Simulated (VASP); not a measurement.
# TiN (Fm-3m) in VASP: further runs

Runs on TiN. Level: r2SCAN. Tasks: single point.

Everything below comes from runs of VASP 6.6.1. Logs are shortened: lines on timing, memory, paths and dates and some standing lists are left out, and cuts for length are marked.

## 1. The cell of the first run

The structure is cubic, space group Fm-3m (No. 225). The conventional cell has a = 4.204 Å, b = 4.204 Å, c = 4.204 Å, α = 90.00°, β = 90.00°, γ = 90.00°. Within 2.8 Å of Ti (site symmetry m-3m) lie 6 N at 2.10 Å. Within 2.8 Å of N (site symmetry m-3m) lie 6 Ti at 2.10 Å.

## 2. Single point, r2SCAN, collinear spin, ferromagnetic start (volume scaled by 0.980)

The input, POSCAR:

```
TiN
1.0
    0.0000000000      2.1020538873      2.1020538873
    2.1020538873      0.0000000000      2.1020538873
    2.1020538873      2.1020538873      0.0000000000
Ti N
1 1
Direct
    0.5000000000      0.5000000000      0.5000000000
    0.0000000000      0.0000000000      0.0000000000
```

The input, INCAR.step1:

```
ALGO = Normal
EDIFF = 1E-4
ENCUT = 520
GGA = PE
ISMEAR = 0
ISPIN = 2
LASPH = T
LCHARG = F
LMAXMIX = 4
LREAL = F
LWAVE = T
MAGMOM = 0.05 0
NBANDS = 20
NELM = 150
PREC = Accurate
SIGMA = 0.05
```

The input, INCAR.step2:

```
ALGO = Normal
EDIFF = 1E-6
ENCUT = 520
ISIF = 2
ISMEAR = 0
ISPIN = 2
ISTART = 1
LASPH = T
LCHARG = F
LMAXMIX = 4
LMIXTAU = T
LORBIT = 11
LREAL = F
LWAVE = F
MAGMOM = 0.05 0
METAGGA = R2SCAN
NBANDS = 20
NELM = 150
PREC = Accurate
SIGMA = 0.05
```

The input, KPOINTS:

```
k-points
0
Gamma
  14 14 14
```

Potentials or basis: VASP PAW PBE potentials, release 64 (Ti_sv, N).

On the command line:

```sh
cat potpaw_PBE.64/Ti_sv/POTCAR potpaw_PBE.64/N/POTCAR > POTCAR
cp INCAR.step1 INCAR
mpirun -np 1 vasp_std > vasp.out
cp INCAR.step2 INCAR
mpirun -np 1 vasp_std > vasp.out
```

OUTCAR:

```text
EDIFF = 1E-6
   ENCUT = 520
   ISIF = 2
   ISMEAR = 0
   ISPIN = 2
   ISTART = 1
   LASPH = T
   LORBIT = 11
   LREAL = F
   METAGGA = R2SCAN
   NELM = 150
   PREC = Accurate

 ion  position               nearest neighbor table
   1  0.500  0.500  0.500-   2 2.10   2 2.10   2 2.10   2 2.10   2 2.10   2 2.10
   2  0.000  0.000  0.000-   1 2.10   1 2.10   1 2.10   1 2.10   1 2.10   1 2.10

  LATTYP: Found a face centered cubic cell.
 ALAT       =     4.2041077746

  Lattice vectors:

 A1 = (   0.0000000000,   2.1020538873,   2.1020538873)
 A2 = (   2.1020538873,   0.0000000000,   2.1020538873)
 A3 = (   2.1020538873,   2.1020538873,   0.0000000000)

Analysis of symmetry for initial positions (statically):
=====================================================================
 Subroutine PRICEL returns:
 Original cell was already a primitive cell.

 Routine SETGRP: Setting up the symmetry group for a
 face centered cubic supercell.

 Subroutine GETGRP returns: Found 48 space group operations
 (whereof 48 operations were pure point group operations)
 out of a pool of 48 trial point group operations.

The static configuration has the point symmetry O_h .

Analysis of symmetry for dynamics (positions and initial velocities):
=====================================================================
 Subroutine PRICEL returns:
 Original cell was already a primitive cell.

 Routine SETGRP: Setting up the symmetry group for a
 face centered cubic supercell.

 Subroutine GETGRP returns: Found 48 space group operations
 (whereof 48 operations were pure point group operations)
 out of a pool of 48 trial point group operations.

The dynamic configuration has the point symmetry O_h .

Analysis of structural, dynamic, and magnetic symmetry:
=====================================================================
 Subroutine PRICEL returns:
 Original cell was already a primitive cell.

 Routine SETGRP: Setting up the symmetry group for a
 face centered cubic supercell.

 Subroutine GETGRP returns: Found 48 space group operations
 (whereof 48 operations were pure point group operations)
 out of a pool of 48 trial point group operations.

The overall configuration has the point symmetry O_h .

 Subroutine INISYM returns: Found 48 space group operations
 (whereof 48 operations are pure point group operations),
 and found     1 'primitive' translations

----------------------------------------------------------------------------------------

                                     Primitive cell

  volume of cell :      18.5764

  direct lattice vectors                    reciprocal lattice vectors
     0.000000000  2.102053887  2.102053887    -0.237862599  0.237862599  0.237862599
     2.102053887  0.000000000  2.102053887     0.237862599 -0.237862599  0.237862599
     2.102053887  2.102053887  0.000000000     0.237862599  0.237862599 -0.237862599

  length of vectors
     2.972753116  2.972753116  2.972753116     0.411990106  0.411990106  0.411990106

  position of ions in fractional coordinates (direct lattice)
     0.500000000  0.500000000  0.500000000
     0.000000000  0.000000000  0.000000000

  ion indices of the primitive-cell ions
   primitive index   ion index
                 1           1
                 2           2

----------------------------------------------------------------------------------------

 KPOINTS: k-points

Automatic generation of k-mesh.
 Grid dimensions read from file:
 generate k-points for:   14   14   14

 Generating k-lattice:

  Cartesian coordinates                     Fractional coordinates (reciprocal lattice)
    -0.016990186  0.016990186  0.016990186     0.071428571  0.000000000  0.000000000
     0.016990186 -0.016990186  0.016990186     0.000000000  0.071428571  0.000000000
     0.016990186  0.016990186 -0.016990186     0.000000000  0.000000000  0.071428571

  Length of vectors
     0.029427865  0.029427865  0.029427865

  Shift w.r.t. Gamma in fractional coordinates (k-lattice)
     0.000000000  0.000000000  0.000000000

 Subroutine IBZKPT returns following result:
 ===========================================

 Found    104 irreducible k-points:

 Following reciprocal coordinates:
            Coordinates               Weight
  0.000000  0.000000  0.000000      1.000000
  0.071429  0.000000  0.000000      8.000000
  0.142857  0.000000  0.000000      8.000000
  0.214286  0.000000  0.000000      8.000000
  0.285714  0.000000  0.000000      8.000000
  0.357143  0.000000  0.000000      8.000000
[... 16 lines left out ...]
  0.214286  0.142857  0.000000     24.000000
  0.285714  0.142857  0.000000     24.000000
 [... further k-points ...]
   k-points           NKPTS =    104   k-points in BZ     NKDIM =    104   number of bands    NBANDS=     20
   number of dos      NEDOS =    301   number of ions     NIONS =      2
   total plane-waves  NPLWV =  13824
   dimension x,y,z NGX =    24 NGY =   24 NGZ =   24
   dimension x,y,z NGXF=    48 NGYF=   48 NGZF=   48
   ions per type =               1   1
   NGX,Y,Z   is equivalent  to a cutoff of  13.42, 13.42, 13.42 a.u.
   NGXF,Y,Z  is equivalent  to a cutoff of  26.84, 26.84, 26.84 a.u.
 SYSTEM =  unknown system
   PREC   = accura    normal or accurate (medium, high low for compatibility)
   ISTART =      1    job   : 0-new  1-cont  2-samecut
   ICHARG =      0    charge: 1-file 2-atom 10-const
   ISPIN  =      2    spin polarized calculation?
   LNONCOLLINEAR =      F non collinear calculations
   LSORBIT =      F    spin-orbit coupling
   LASPH  =      T    aspherical Exc in radial PAW
   ENCUT  =  520.0 eV  38.22 Ry    6.18 a.u.   5.53  5.53  5.53*2*pi/ulx,y,z
   NELM   =    150;   NELMIN=  2; NELMDL=  0     # of ELM steps
   EDIFF  = 0.1E-05   stopping-criterion for ELM
   LREAL  =      F    real-space projection
   EDIFFG = 0.1E-04   stopping-criterion for IOM
   NSW    =      0    number of steps for IOM
   IBRION =     -1    ionic relax: 0-MD 1-quasi-New 2-CG
   NFREE  =      0    steps in history (QN), initial steepest desc. (CG)
   ISIF   =      2    stress and relaxation
   ISYM   =      2    0-nonsym 1-usesym 2-fastsym
   POTIM  = 0.5000    time-step for ionic-motion
   TEBEG  =    0.0;   TEEND  =   0.0 temperature during run
   PSTRESS=    0.0 pullay stress
   NELECT =      17.0000    total number of electrons
   NUPDOWN=      -1.0000    fix difference up-down
   EMIN   =  10.00;   EMAX   =-10.00  energy-range for DOS
   EFERMI =   0.00;   METHOD = LEGACY
   ISMEAR =     0;   SIGMA  =   0.05  broadening in eV -4-tet -1-fermi 0-gaus
   EFERMI_NEDOS =   21; number of points for ismear=-14 and -15
   IALGO  =     38    algorithm
   IMIX   =      4    mixing-type and parameters
     AMIX     =   0.40;   BMIX     =  1.00
     AMIX_MAG =   1.60;   BMIX_MAG =  1.00
  volume/ion in A,a.u.               =       9.29        62.68
  Fermi-wavevector in a.u.,A,eV,Ry     =   1.589415  3.003559 34.371580  2.526240
  Thomas-Fermi vector in A             =   2.688268
   LORBIT       =     11    0 simple, 1 ext, 2 COOP (PROOUT), +10 PAW based schemes
   METAGGA = R2SCAN    functional components
   LHFCALC =     F    Hartree Fock is set to
   AEXX    =    0.0000 exact exchange contribution
   IVDW    =     0    specifies the selected vdW correction
   LEPSILON=     F    determine dielectric tensor
   LRPA    =     F    only Hartree local field effects (RPA)
 spin polarized calculation
 Gauss-broadening in eV      SIGMA  =   0.05
  energy-cutoff  :      520.00
  volume of cell :       18.58
 maximum number of plane-waves:       531
 NGX is ok and might be reduce to    24
   NGX = 11   NGY = 11   NGZ = 11

 number of electron      16.9999998 magnetization       0.0000008

 number of electron      16.9999998 magnetization      -0.0000001

 Free energy of the ion-electron system (eV)
  ---------------------------------------------------
  ext. energy  EPLUGINS =         0.00000000
  ---------------------------------------------------
  free energy    TOTEN  =       -26.00060805 eV

  energy without entropy =      -25.99901954  energy(sigma->0) =      -25.99981379

 E-fermi :  12.0350     XC(G=0): -14.0424

 val. band max:       12.0300526979   @ k =   0.2857   0.0714   0.0000
 cond. band min:      12.0482479860   @ k =   0.5000   0.2857   0.1429
 fundamental gap:      0.0181952880
 Fermi energy:        12.0349814793

 spin component 1

 k-point     1 :       0.0000    0.0000    0.0000
  band No.  band energies     occupation
      1     -48.3054      1.00000
      2     -23.2224      1.00000
      3     -23.2223      1.00000
      4     -23.2223      1.00000
      5      -6.4063      1.00000
      6       9.5996      1.00000
[... 12 lines left out ...]
     19      40.4395      0.00000
     20      40.4395      0.00000
[... 507 lines left out ...]
 k-point    24 :       0.2857    0.1429    0.0000
  band No.  band energies     occupation
      1     -48.2398      1.00000
      2     -23.5806      1.00000
      3     -23.3029      1.00000
      4     -23.2902      1.00000
      5      -5.2252      1.00000
      6       5.5425      1.00000
[... 12 lines left out ...]
     19      36.0561      0.00000
     20      39.6504      0.00000

 [... further k-points ...]

 spin component 2

 k-point     1 :       0.0000    0.0000    0.0000
  band No.  band energies     occupation
      1     -48.3054      1.00000
      2     -23.2224      1.00000
      3     -23.2223      1.00000
      4     -23.2223      1.00000
      5      -6.4063      1.00000
      6       9.5996      1.00000
[... 12 lines left out ...]
     19      40.4395      0.00000
     20      40.4395      0.00000
[... 507 lines left out ...]
 k-point    24 :       0.2857    0.1429    0.0000
  band No.  band energies     occupation
      1     -48.2398      1.00000
      2     -23.5806      1.00000
      3     -23.3029      1.00000
      4     -23.2902      1.00000
      5      -5.2252      1.00000
      6       5.5425      1.00000
[... 12 lines left out ...]
     19      36.0561      0.00000
     20      39.6504      0.00000

 [... further k-points ...]
[... 5 lines left out ...]
  --------------------------------------------------------------------------------------
  -------------------------------------------------------------------------------------
  Total        0.9135271      0.9135271      0.9135271      0.0000000     -0.0000000      0.0000000
  in kB       78.7898892     78.7898892     78.7898892      0.0000000     -0.0000000      0.0000000
  external PRESSURE =      78.7898892 kB  Pullay stress =       0.0000000 kB

 VOLUME and BASIS-vectors are now :
 -----------------------------------------------------------------------------
  energy-cutoff  :      520.00
  volume of cell :       18.58
      direct lattice vectors                 reciprocal lattice vectors
     0.000000000  2.102053887  2.102053887    -0.237862599  0.237862599  0.237862599
     2.102053887  0.000000000  2.102053887     0.237862599 -0.237862599  0.237862599
     2.102053887  2.102053887  0.000000000     0.237862599  0.237862599 -0.237862599

 POSITION                                       TOTAL-FORCE (eV/Angst)
 -----------------------------------------------------------------------------------
      2.10205      2.10205      2.10205        -0.000000      0.000000      0.000000
      0.00000      0.00000      0.00000         0.000000     -0.000000     -0.000000
 -----------------------------------------------------------------------------------
    total drift:                                0.000000     -0.000000      0.000000

  FREE ENERGIE OF THE ION-ELECTRON SYSTEM (eV)
  ---------------------------------------------------
  free  energy   TOTEN  =       -26.0006080534 eV

  energy  without entropy=      -25.9990195350  energy(sigma->0) =      -25.99981379

 total charge

# of ion       s       p       d       tot
------------------------------------------
    1        2.185   6.244   1.965  10.395
    2        1.258   2.559   0.000   3.818
--------------------------------------------------
tot          3.444   8.804   1.965  14.213

 magnetization (x)

# of ion       s       p       d       tot
------------------------------------------
    1        0.000   0.000  -0.000  -0.000
    2       -0.000  -0.000   0.000  -0.000
--------------------------------------------------
tot          0.000  -0.000  -0.000  -0.000
```

Run time: 4.1 min. Hardware: 1 thread of AMD EPYC 9R45 (Zen 5), shared host; peak memory 0.17 GiB.

Results:

- Free energy: -26.0006 eV
- Pressure: 7.9 GPa
- Net moment: 0.00 μB per cell
- Valence electrons inside the program's atomic spheres: Ti 10.39; N 3.82

Levels at points of the mesh, in eV from the Fermi level:
Spin up:
```csv
k point,band 6,band 7,band 8,band 9,band 10,band 11,band 12,band 13
"(0.00, 0.00, 0.00)",-2.44,-2.44,-2.44,-0.66,-0.66,-0.66,0.59,0.59
"(0.50, 0.00, 0.00)",-8.69,-6.07,-6.07,1.80,1.80,2.53,6.13,6.13
"(0.50, 0.50, 0.00)",-6.35,-3.67,-3.67,-3.23,1.72,2.53,2.53,3.88
```
Spin down:
| k point | band 5 | band 6 | band 7 | band 8 | band 9 | band 10 | band 11 | band 12 | band 13 | band 14 |
| --- | --- | --- | --- | --- | --- | --- | --- | --- | --- | --- |
| (0.00, 0.00, 0.00) | -18.44 | -2.44 | -2.44 | -2.44 | -0.66 | -0.66 | -0.66 | 0.59 | 0.59 | 6.16 |
| (0.50, 0.00, 0.00) | -15.89 | -8.69 | -6.07 | -6.07 | 1.80 | 1.80 | 2.53 | 6.13 | 6.13 | 6.57 |
| (0.50, 0.50, 0.00) | -17.07 | -6.35 | -3.67 | -3.67 | -3.23 | 1.72 | 2.53 | 2.53 | 3.88 | 11.52 |

Caveat: the cell differs from its parent crystal (volume scaled by 0.980); the PAW data sets were made with another functional, which shifts forces and pressure a little.

## 3. Single point, r2SCAN, collinear spin, ferromagnetic start

This run uses another cell than the first one, of 9.38 Å³/atom, 1.010 times its volume.

The input, POSCAR:

```
TiN
1.0
    0.0000000000      2.1091827318      2.1091827318
    2.1091827318      0.0000000000      2.1091827318
    2.1091827318      2.1091827318      0.0000000000
Ti N
1 1
Direct
    0.5000000000      0.5000000000      0.5000000000
    0.0000000000      0.0000000000      0.0000000000
```

The input, INCAR.step1:

```
SYSTEM = TiN
ALGO = Normal ; EDIFF = 1E-4
ENCUT = 520 ; GGA = PE
ISMEAR = 0 ; ISPIN = 2
LASPH = .True. ; LCHARG = .False.
LMAXMIX = 4 ; LREAL = .False.
LWAVE = .True. ; MAGMOM = 0.05 0
NBANDS = 20 ; NELM = 150
PREC = Accurate ; SIGMA = 0.05
```

The input, INCAR.step2:

```
SYSTEM = TiN
ALGO = Normal ; EDIFF = 1E-7
ENCUT = 520 ; ISIF = 2
ISMEAR = 0 ; ISPIN = 2
ISTART = 1 ; LASPH = .True.
LCHARG = .False. ; LMAXMIX = 4
LMIXTAU = .True. ; LORBIT = 11
LREAL = .False. ; LWAVE = .False.
MAGMOM = 0.05 0 ; METAGGA = R2SCAN
NBANDS = 20 ; NELM = 150
PREC = Accurate ; SIGMA = 0.05
```

The input, KPOINTS:

```
k-points
0
Gamma
  14 14 14
  0 0 0
```

Potentials or basis: VASP PAW PBE potentials, release 64 (Ti_sv, N).

On the command line:

```sh
cat potpaw_PBE.64/Ti_sv/POTCAR potpaw_PBE.64/N/POTCAR > POTCAR
cp INCAR.step1 INCAR
mpirun -np 1 vasp_std > vasp.out
cp INCAR.step2 INCAR
mpirun -np 1 vasp_std > vasp.out
```

Run time: 4.8 min. Hardware: 1 thread of AMD EPYC 9R45 (Zen 5), shared host; peak memory 0.17 GiB.

It converged, with:

- Free energy: -26.0083 eV
- Pressure: 4.6 GPa
- Net moment: 0.00 μB per cell
- Valence electrons inside the program's atomic spheres: Ti 10.38; N 3.81

Levels at points of the mesh, in eV from the Fermi level:
Spin up:
```tsv
k point	band 6	band 7	band 8	band 9	band 10	band 11	band 12	band 13
(0.00, 0.00, 0.00)	-2.42	-2.42	-2.42	-0.65	-0.65	-0.65	0.59	0.59
(0.50, 0.00, 0.00)	-8.63	-6.02	-6.02	1.77	1.77	2.49	6.05	6.05
(0.50, 0.50, 0.00)	-6.33	-3.66	-3.66	-3.18	1.69	2.49	2.49	3.81
```
Spin down:
```csv
k point,band 5,band 6,band 7,band 8,band 9,band 10,band 11,band 12,band 13,band 14
"(0.00, 0.00, 0.00)",-18.38,-2.42,-2.42,-2.42,-0.65,-0.65,-0.65,0.59,0.59,6.04
"(0.50, 0.00, 0.00)",-15.87,-8.63,-6.02,-6.02,1.77,1.77,2.49,6.05,6.05,6.52
"(0.50, 0.50, 0.00)",-17.01,-6.33,-3.66,-3.66,-3.18,1.69,2.49,2.49,3.81,11.37
```

Caveat: the PAW data sets were made with another functional, which shifts forces and pressure a little.
